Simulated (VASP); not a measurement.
# ZrSi2 (P1) in VASP: single point with PBE

Aim: the single point of ZrSi2 with PBE.

All numbers are computed with VASP 6.6.1; they aren't measurements. Logs are shortened: lines on timing, memory, paths and dates and some standing lists are left out, and cuts for length are marked.

## 1. The cell of the first run

The typed cell holds 6 atoms: a = 7.597 Å, b = 7.597 Å, c = 3.672 Å, α = 90.00°, β = 90.00°, γ = 151.76°.

## 2. Single point, PBE (atoms moved at random)

Input file INCAR:

```
ALGO = Normal
EDIFF = 1E-6
ENCUT = 520
GGA = PE
ISIF = 2
ISMEAR = -1
LASPH = True
LCHARG = False
LREAL = False
LWAVE = False
NBANDS = 29
NELM = 80
PREC = Accurate
SIGMA = 0.05
```

Input file KPOINTS:

```
k-points
0
Gamma
  7 7 7
```

Input file POSCAR:

```
ZrSi2
1.0
    1.8530000000     -7.3675000000      0.0000000000
    1.8530000000      7.3675000000      0.0000000000
    0.0000000000      0.0000000000      3.6720000000
Zr Si
2 4
Direct
    0.1127470000      0.9061550000      0.2457100000
    0.8834890000      0.0973300000      0.7490220000
    0.7519400000      0.2478790000      0.2618830000
    0.2447960000      0.7500450000      0.7713460000
    0.4476310000      0.5498740000      0.2528820000
    0.5527490000      0.4495680000      0.7477420000
```

Potentials or basis: VASP PAW PBE potentials, release 64 (Zr_sv, Si).

Started as:

```bash
$ cat potpaw_PBE.64/Zr_sv/POTCAR potpaw_PBE.64/Si/POTCAR > POTCAR
$ mpirun -np 1 vasp_std > vasp.out
```

OUTCAR:

```text
EDIFF = 1E-6
   ENCUT = 520
   GGA = PE
   ISIF = 2
   ISMEAR = -1
   LASPH = True
   LREAL = False
   NELM = 80
   PREC = Accurate

 ion  position               nearest neighbor table
   1  0.113  0.906  0.246-   6 2.69   6 2.70   6 2.73   6 2.74   4 2.75   3 2.85   4 2.87   3 2.89
                             5 2.91   5 2.96   2 3.60   2 3.61
   2  0.883  0.097  0.749-   5 2.70   5 2.72   3 2.74   5 2.75   5 2.77   3 2.80   4 2.82   4 2.85
                             6 2.96   6 3.01   1 3.60   1 3.61
   3  0.752  0.248  0.262-   4 2.58   4 2.59   4 2.63   4 2.64   2 2.74   2 2.80   1 2.85   1 2.89

   4  0.245  0.750  0.771-   3 2.58   3 2.59   3 2.63   3 2.64   1 2.75   2 2.82   2 2.85   1 2.87

   5  0.448  0.550  0.253-   6 2.36   6 2.39   2 2.70   2 2.72   2 2.75   2 2.77   1 2.91   1 2.96

   6  0.553  0.450  0.748-   5 2.36   5 2.39   1 2.69   1 2.70   1 2.73   1 2.74   2 2.96   2 3.01

  LATTYP: Found a base centered orthorhombic cell.
 ALAT       =     3.7060000000
 B/A-ratio  =     3.9759848894
 C/A-ratio  =     0.9908256881

  Lattice vectors:

 A1 = (   1.8530000000,  -7.3675000000,   0.0000000000)
 A2 = (   1.8530000000,   7.3675000000,   0.0000000000)
 A3 = (   0.0000000000,   0.0000000000,   3.6720000000)

Analysis of symmetry for initial positions (statically):
=====================================================================
 Subroutine PRICEL returns:
 Original cell was already a primitive cell.

 Routine SETGRP: Setting up the symmetry group for a
 base centered orthorhombic supercell.

 Subroutine GETGRP returns: Found  1 space group operations
 (whereof  1 operations were pure point group operations)
 out of a pool of  8 trial point group operations.

The static configuration has the point symmetry C_1 .

Analysis of symmetry for dynamics (positions and initial velocities):
=====================================================================
 Subroutine PRICEL returns:
 Original cell was already a primitive cell.

 Routine SETGRP: Setting up the symmetry group for a
 base centered orthorhombic supercell.

 Subroutine GETGRP returns: Found  1 space group operations
 (whereof  1 operations were pure point group operations)
 out of a pool of  8 trial point group operations.

The dynamic configuration has the point symmetry C_1 .

 Subroutine INISYM returns: Found  1 space group operations
 (whereof  1 operations are pure point group operations),
 and found     1 'primitive' translations

----------------------------------------------------------------------------------------

                                     Primitive cell

  volume of cell :     100.2601

  direct lattice vectors                    reciprocal lattice vectors
     1.853000000 -7.367500000  0.000000000     0.269832704 -0.067865626  0.000000000
     1.853000000  7.367500000  0.000000000     0.269832704  0.067865626  0.000000000
     0.000000000  0.000000000  3.672000000     0.000000000  0.000000000  0.272331155

  length of vectors
     7.596951050  7.596951050  3.672000000     0.278236287  0.278236287  0.272331155

  position of ions in fractional coordinates (direct lattice)
     0.112747000  0.906155000  0.245710000
     0.883489000  0.097330000  0.749022000
     0.751940000  0.247879000  0.261883000
     0.244796000  0.750045000  0.771346000
     0.447631000  0.549874000  0.252882000
     0.552749000  0.449568000  0.747742000

  ion indices of the primitive-cell ions
   primitive index   ion index
                 1           1
                 2           2
                 3           3
                 4           4
                 5           5
                 6           6

----------------------------------------------------------------------------------------

 KPOINTS: k-points

Automatic generation of k-mesh.
 Grid dimensions read from file:
 generate k-points for:    7    7    7

 Generating k-lattice:

  Cartesian coordinates                     Fractional coordinates (reciprocal lattice)
     0.038547529 -0.009695089  0.000000000     0.142857143  0.000000000  0.000000000
     0.038547529  0.009695089  0.000000000     0.000000000  0.142857143  0.000000000
     0.000000000  0.000000000  0.038904451     0.000000000  0.000000000  0.142857143

  Length of vectors
     0.039748041  0.039748041  0.038904451

  Shift w.r.t. Gamma in fractional coordinates (k-lattice)
     0.000000000  0.000000000  0.000000000

 Subroutine IBZKPT returns following result:
 ===========================================

 Found    172 irreducible k-points:

 Following reciprocal coordinates:
            Coordinates               Weight
  0.000000  0.000000  0.000000      1.000000
  0.142857 -0.000000  0.000000      2.000000
 -0.000000  0.142857  0.000000      2.000000
  0.285714  0.000000  0.000000      2.000000
  0.000000  0.285714  0.000000      2.000000
  0.428571 -0.000000  0.000000      2.000000
[... 16 lines left out ...]
 -0.285714  0.285714  0.000000      2.000000
  0.428571  0.428571  0.000000      2.000000
 [... further k-points ...]
   k-points           NKPTS =    172   k-points in BZ     NKDIM =    172   number of bands    NBANDS=     29
   number of dos      NEDOS =    301   number of ions     NIONS =      6
   total plane-waves  NPLWV = 100800
   dimension x,y,z NGX =    60 NGY =   60 NGZ =   28
   dimension x,y,z NGXF=   120 NGYF=  120 NGZF=   56
   ions per type =               2   4
   NGX,Y,Z   is equivalent  to a cutoff of  13.13, 13.13, 12.68 a.u.
   NGXF,Y,Z  is equivalent  to a cutoff of  26.26, 26.26, 25.35 a.u.
 SYSTEM =  unknown system
   PREC   = accura    normal or accurate (medium, high low for compatibility)
   ISTART =      0    job   : 0-new  1-cont  2-samecut
   ICHARG =      2    charge: 1-file 2-atom 10-const
   ISPIN  =      1    spin polarized calculation?
   LNONCOLLINEAR =      F non collinear calculations
   LSORBIT =      F    spin-orbit coupling
   LASPH  =      T    aspherical Exc in radial PAW
   ENCUT  =  520.0 eV  38.22 Ry    6.18 a.u.  14.13 14.13  6.83*2*pi/ulx,y,z
   NELM   =     80;   NELMIN=  2; NELMDL= -5     # of ELM steps
   EDIFF  = 0.1E-05   stopping-criterion for ELM
   LREAL  =      F    real-space projection
   EDIFFG = 0.1E-04   stopping-criterion for IOM
   NSW    =      0    number of steps for IOM
   IBRION =     -1    ionic relax: 0-MD 1-quasi-New 2-CG
   NFREE  =      0    steps in history (QN), initial steepest desc. (CG)
   ISIF   =      2    stress and relaxation
   ISYM   =      2    0-nonsym 1-usesym 2-fastsym
   POTIM  = 0.5000    time-step for ionic-motion
   TEBEG  =    0.0;   TEEND  =   0.0 temperature during run
   PSTRESS=    0.0 pullay stress
   NELECT =      40.0000    total number of electrons
   NUPDOWN=      -1.0000    fix difference up-down
   EMIN   =  10.00;   EMAX   =-10.00  energy-range for DOS
   EFERMI =   0.00;   METHOD = LEGACY
   ISMEAR =    -1;   SIGMA  =   0.05  broadening in eV -4-tet -1-fermi 0-gaus
   EFERMI_NEDOS =   21; number of points for ismear=-14 and -15
   IALGO  =     38    algorithm
   IMIX   =      4    mixing-type and parameters
     AMIX     =   0.40;   BMIX     =  1.00
     AMIX_MAG =   1.60;   BMIX_MAG =  1.00
  volume/ion in A,a.u.               =      16.71       112.76
  Fermi-wavevector in a.u.,A,eV,Ry     =   1.205180  2.277461 19.761917  1.452460
  Thomas-Fermi vector in A             =   2.340884
   LORBIT       =      0    0 simple, 1 ext, 2 COOP (PROOUT), +10 PAW based schemes
   GGA     = PE    functional components
   LHFCALC =     F    Hartree Fock is set to
   AEXX    =    0.0000 exact exchange contribution
   IVDW    =     0    specifies the selected vdW correction
   LEPSILON=     F    determine dielectric tensor
   LRPA    =     F    only Hartree local field effects (RPA)
 non-spin polarized calculation
  energy-cutoff  :      520.00
  volume of cell :      100.26
 maximum number of plane-waves:      2716
 NGX is ok and might be reduce to    60
   NGX = 29   NGY = 29   NGZ = 13

 number of electron      40.0000000 magnetization

 Free energy of the ion-electron system (eV)
  ---------------------------------------------------
  ext. energy  EPLUGINS =         0.00000000
  ---------------------------------------------------
  free energy    TOTEN  =       -42.65546957 eV

  energy without entropy =      -42.64597583  energy(sigma->0) =      -42.65072270

 E-fermi :  10.0050     XC(G=0): -11.2709

 val. band max:        9.9906954022   @ k =   0.2857  -0.2857   0.4286
 cond. band min:      10.0282071118   @ k =   0.4286   0.4286   0.2857
 fundamental gap:      0.0375117097
 Fermi energy:        10.0049753929

 k-point     1 :       0.0000    0.0000    0.0000
  band No.  band energies     occupation
      1     -38.7398      2.00000
      2     -38.7259      2.00000
      3     -16.9766      2.00000
      4     -16.8349      2.00000
      5     -16.8083      2.00000
      6     -16.8070      2.00000
[... 21 lines left out ...]
     28      13.0536      0.00000
     29      13.9922      0.00000

 k-point     2 :       0.1429   -0.0000    0.0000
  band No.  band energies     occupation
      1     -38.7380      2.00000
      2     -38.7242      2.00000
      3     -16.9695      2.00000
      4     -16.8697      2.00000
      5     -16.8395      2.00000
      6     -16.8057      2.00000
[... 21 lines left out ...]
     28      13.1878      0.00000
     29      13.9815      0.00000

 k-point     3 :      -0.0000    0.1429    0.0000
  band No.  band energies     occupation
      1     -38.7380      2.00000
      2     -38.7242      2.00000
      3     -16.9697      2.00000
      4     -16.8699      2.00000
      5     -16.8395      2.00000
      6     -16.8053      2.00000
[... 21 lines left out ...]
     28      13.1860      0.00000
     29      13.9216      0.00000

 k-point     4 :       0.2857    0.0000    0.0000
  band No.  band energies     occupation
      1     -38.7341      2.00000
      2     -38.7206      2.00000
      3     -16.9574      2.00000
      4     -16.9436      2.00000
      5     -16.9096      2.00000
      6     -16.8015      2.00000
[... 21 lines left out ...]
     28      13.6171      0.00000
     29      14.5135      0.00000

 k-point     5 :       0.0000    0.2857    0.0000
  band No.  band energies     occupation
      1     -38.7341      2.00000
      2     -38.7206      2.00000
      3     -16.9578      2.00000
      4     -16.9442      2.00000
      5     -16.9095      2.00000
      6     -16.8006      2.00000
[... 21 lines left out ...]
     28      13.4283      0.00000
     29      14.5922      0.00000
[... 510 lines left out ...]
     28      13.5249      0.00000
     29      13.9422      0.00000

 k-point    22 :       0.2857   -0.4286    0.0000
  band No.  band energies     occupation
      1     -38.7379      2.00000
      2     -38.7244      2.00000
      3     -16.9591      2.00000
      4     -16.8705      2.00000
      5     -16.8388      2.00000
      6     -16.8167      2.00000
[... 21 lines left out ...]
     28      13.4732      0.00000
     29      13.8517      0.00000

 k-point    23 :      -0.2857    0.2857    0.0000
  band No.  band energies     occupation
      1     -38.7396      2.00000
      2     -38.7260      2.00000
      3     -16.9670      2.00000
      4     -16.8357      2.00000
      5     -16.8174      2.00000
      6     -16.8071      2.00000
[... 21 lines left out ...]
     28      12.7767      0.00000
     29      14.2204      0.00000

 k-point    24 :       0.4286    0.4286    0.0000
  band No.  band energies     occupation
      1     -38.7378      2.00000
      2     -38.7245      2.00000
      3     -16.9560      2.00000
      4     -16.8702      2.00000
      5     -16.8387      2.00000
      6     -16.8202      2.00000
[... 21 lines left out ...]
     28      13.4989      0.00000
     29      14.2826      0.00000

 [... further k-points ...]

------------------------ aborting loop because EDIFF is reached ----------------------------------------

  FORCE on cell =-STRESS in cart. coord.  units (eV):
  Direction    XX          YY          ZZ          XY          YZ          ZX
  --------------------------------------------------------------------------------------
  -------------------------------------------------------------------------------------
  Total       -0.0149483      1.2554182      1.0514926      0.1451839      0.0165469     -0.0050009
  in kB       -0.2388763     20.0618398     16.8030669      2.3200679      0.2644234     -0.0799151
  external PRESSURE =      12.2086768 kB  Pullay stress =       0.0000000 kB

 VOLUME and BASIS-vectors are now :
 -----------------------------------------------------------------------------
  energy-cutoff  :      520.00
  volume of cell :      100.26
      direct lattice vectors                 reciprocal lattice vectors
     1.853000000 -7.367500000  0.000000000     0.269832704 -0.067865626  0.000000000
     1.853000000  7.367500000  0.000000000     0.269832704  0.067865626  0.000000000
     0.000000000  0.000000000  3.672000000     0.000000000  0.000000000  0.272331155

 POSITION                                       TOTAL-FORCE (eV/Angst)
 -----------------------------------------------------------------------------------
      1.88803      5.84543      0.90225        -0.440308     -0.239342      0.329964
      1.81746     -5.79203      2.75041         0.400029     -0.210926      0.321990
      1.85266     -3.71367      0.96163        -0.006494      0.475981     -0.107630
      1.84344      3.72242      2.83238         0.021858     -0.212344     -0.368942
      1.84838      0.75328      0.92858        -0.150856      0.415634     -0.244218
      1.85729     -0.76019      2.74571         0.175771     -0.229003      0.068836
 -----------------------------------------------------------------------------------
    total drift:                               -0.000012      0.000100      0.000016

  FREE ENERGIE OF THE ION-ELECTRON SYSTEM (eV)
  ---------------------------------------------------
  free  energy   TOTEN  =       -42.6554695703 eV

  energy  without entropy=      -42.6459758280  energy(sigma->0) =      -42.65072270
```

Run time: 20 min. Hardware: 1 thread of Intel Xeon 8259CL, shared host; peak memory 0.58 GiB.

Results:

```yaml
Free_energy: -42.6555 eV
Pressure: 1.2 GPa
Largest_force: 0.600 eV/Å
Band_gap_on_the_k_mesh: zero (bands 20 and 21 overlap by 0.69 eV)
```

Forces in eV/Å, atoms in the order of the input:
```
Zr  -0.440 -0.239  0.330
Zr   0.400 -0.211  0.322
Si  -0.006  0.476 -0.108
Si   0.022 -0.212 -0.369
Si  -0.151  0.416 -0.244
Si   0.176 -0.229  0.069
```

Stress tensor (GPa, compression positive):
```
-0.02  0.23 -0.01
 0.23  2.01  0.03
-0.01  0.03  1.68
```

Caveat: the cell differs from its parent crystal (atoms moved at random).
